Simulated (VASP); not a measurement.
Input of a VASP 6.6.1 run:

Contents of INCAR:

```
SYSTEM = SiW8C8Cl4
  ALGO = Normal
  EDIFF = 1E-6
  ENCUT = 520
  GGA = PE
  ISIF = 2
  ISMEAR = -1
  LASPH = .True.
  LCHARG = .True.
  LELF = .True.
  LREAL = Auto
  LVHAR = .True.
  LWAVE = .False.
  NBANDS = 104
  NELM = 100
  PREC = Accurate
  SIGMA = 0.1
```

The input KPOINTS:

```
k-points
0
Gamma
  2 2 1
  0 0 0
```

File POSCAR:

```
SiW8C8Cl4
1.0
    5.7800000000      0.0000000000      0.0000000000
   -2.8900000000      5.0056270000      0.0000000000
    0.0000000000      0.0000000000     17.2318000000
W C Si Cl
8 8 1 4
Direct
    0.0000000000      0.0000000000      0.0580322427
   -0.0558532888     -0.0473467160      0.2254610662
   -0.0000013485      0.4999973030      0.0580322427
   -0.0439024235      0.4612608970      0.2255074920
    0.5000000000      0.0000000000      0.0580322427
    0.4520189030     -0.0323635780      0.2230875474
    0.4999986515      0.4999973030      0.0580322427
    0.4601131845      0.4606415940      0.2238361634
    0.3137027367      0.1663328091      0.1341647419
    0.2992388116      0.1566437132      0.2833424251
    0.3168557978      0.6563413534      0.1395095115
    0.3420648824      0.6513269966      0.2943743544
    0.8165103810      0.1417404853      0.1265276988
    0.8278872410      0.1384042399      0.2926566000
    0.7965402579      0.6757794778      0.1377395281
    0.7774658332      0.5839628083      0.2924128646
    0.6330626158      0.6304504910      0.5385392124
    0.3051623961      0.6548230621      0.5678629046
    0.5871294906      0.3439129604      0.4646003319
    0.8853972996      0.9840125922      0.4823872143
    0.8343417598      0.6885451113      0.6408674660
```

Potentials or basis: VASP PAW PBE potentials, release 64 (W_sv, C, Si, Cl).

The run is started by

```bash
$ cat potpaw_PBE.64/W_sv/POTCAR potpaw_PBE.64/C/POTCAR potpaw_PBE.64/Si/POTCAR potpaw_PBE.64/Cl/POTCAR > POTCAR
$ mpirun -np 1 vasp_std > vasp.out
```

Estimate the band gap on the k mesh.

zero (bands 88 and 89 overlap by 0.65 eV).

Estimate the largest force.

4.748 eV/Å.

Forces in eV/Å, atoms in the order of the input:
```
W   -0.124 -0.950 -1.039
W    2.058  1.328  0.893
W   -0.525 -0.042  0.368
W    2.458  0.253 -0.097
W   -1.525 -0.875 -0.858
W    2.421  0.322  2.072
W   -1.173 -0.367 -0.209
W   -0.565  3.255 -1.059
C    0.642 -1.249 -0.775
C    0.116 -4.015  2.532
C   -0.842 -0.151 -1.814
C   -2.293  0.039 -0.935
C   -0.644  1.506  2.636
C   -2.034  0.104 -0.370
C    2.255 -1.779 -1.735
C   -0.218  2.642  0.202
Si  -0.026  1.731 -0.081
Cl   0.187 -0.463 -0.184
Cl  -0.098 -0.390  0.299
Cl  -0.009 -0.265 -0.132
Cl  -0.060 -0.633  0.286
```

Caveat: the k points lie up to 0.63 Å⁻¹ apart, too coarse for converged energies and pressures of a metal; the atoms stand as in a frame of molecular dynamics; spin-orbit coupling is left out, which moves the levels of the heavy elements.
